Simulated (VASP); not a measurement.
Runs of VASP 6.6.1 on CaO. The structure is that of space group Fm-3m (No. 225), or close to it. The cells are those of the table. 

| task | cell | k mesh | cutoff (eV) | smearing | gap on the mesh (eV) | pressure (GPa) | relaxed volume (Å³/atom) |
| --- | --- | --- | --- | --- | --- | --- | --- |
| single point | a = 3.371 Å, angles 60.0°, 2 atoms | 8 × 8 × 8 | 600 | gaussian 0.01 eV | 3.52 | 0.5 | - |
| relaxation of cell and atoms | relaxed to 4 GPa from a = 3.371 Å, angles 60.0°, 2 atoms | 8 × 8 × 8 | 600 | gaussian 0.01 eV | 3.51 | 4.0 | - |
| relaxation of cell and atoms | relaxed to 1 GPa from a = 3.371 Å, angles 60.0°, 2 atoms | 8 × 8 × 8 | 600 | gaussian 0.01 eV | 3.52 | 1.0 | - |
| single point | a = 3.361 Å, angles 60.0°, 2 atoms | 8 × 8 × 8 | 600 | gaussian 0.01 eV | 3.52 | 1.6 | - |
| relaxation of cell and atoms | relaxed from a = 3.371 Å, angles 60.0°, 2 atoms | 8 × 8 × 8 | 600 | gaussian 0.01 eV | 3.53 | 0.0 | (a) |
| single point | a = 3.371 Å, angles 60.0°, 2 atoms | 8 × 8 × 8 | 520 | gaussian 0.02 eV | 3.52 | 0.6 | - |
| relaxation of cell and atoms | relaxed from a = 3.463 Å, angles 60.0°, 2 atoms | 8 × 8 × 8 | 600 | gaussian 0.02 eV | 3.53 | 0.0 | 13.60 |
| single point | a = 3.463 Å, angles 60.0°, 2 atoms | 6 × 6 × 6 | 600 | gaussian 0.1 eV | 3.55 | (b) | - |

Alike in all rows: level PBEsol; potentials or basis VASP PAW PBE potentials, release 64 (Ca_sv, O); no spin polarisation.

Task: Estimate the missing entries.

Result: (a) 13.61; (b) -7.5.

Caveats: the PAW data sets were made with another functional, which shifts forces and pressure a little; the cell is relaxed towards a set pressure, so the enthalpy falls and the energy may rise (some runs).

A k mesh can miss the band edges.
